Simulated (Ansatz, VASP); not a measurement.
## ZrScF4 in VASP and in Ansatz

```xyz
6
Lattice="3.4597 0.0000 0.0000 0.0000 3.4597 0.0000 0.0000 0.0000 6.3311" Properties=species:S:1:pos:R:3 pbc="T T T"
Zr    1.7298    1.7298    3.1655
Sc    0.0000    0.0000    0.0000
F     1.7298    0.0000    1.3036
F     0.0000    1.7298    5.0275
F     1.7298    0.0000    5.0275
F     0.0000    1.7298    1.3036
```

Alike in both runs: functional PBE; k mesh 12 × 12 × 6; occupations gaussian, width 0.1 eV; no spin polarisation.

Ansatz relaxed the structure, and its values are those at the end. VASP's run is a single point on that final structure, the one shown.

```csv
,VASP,Ansatz
version,VASP 6.6.1,Ansatz 0.2.0
potentials or method,"VASP PAW PBE potentials, release 64 (Zr_sv, Sc_sv, F), cutoff 520 eV","scalar-relativistic, plane waves, PAW"
valence electrons in the cell,51,51
```

```tsv
	VASP	Ansatz	Ansatz less VASP
gap on the k mesh at the Fermi level (eV)	none	none	-
pressure (GPa)	0.2	0.0	-0.25
rms of the force components (eV/Å)	0.026	0.000	-0.0258
```

A gap of «none» marks a metal or a gap that the smearing closes. The functional is the same, so the differences come from potentials, cutoffs and numerics.
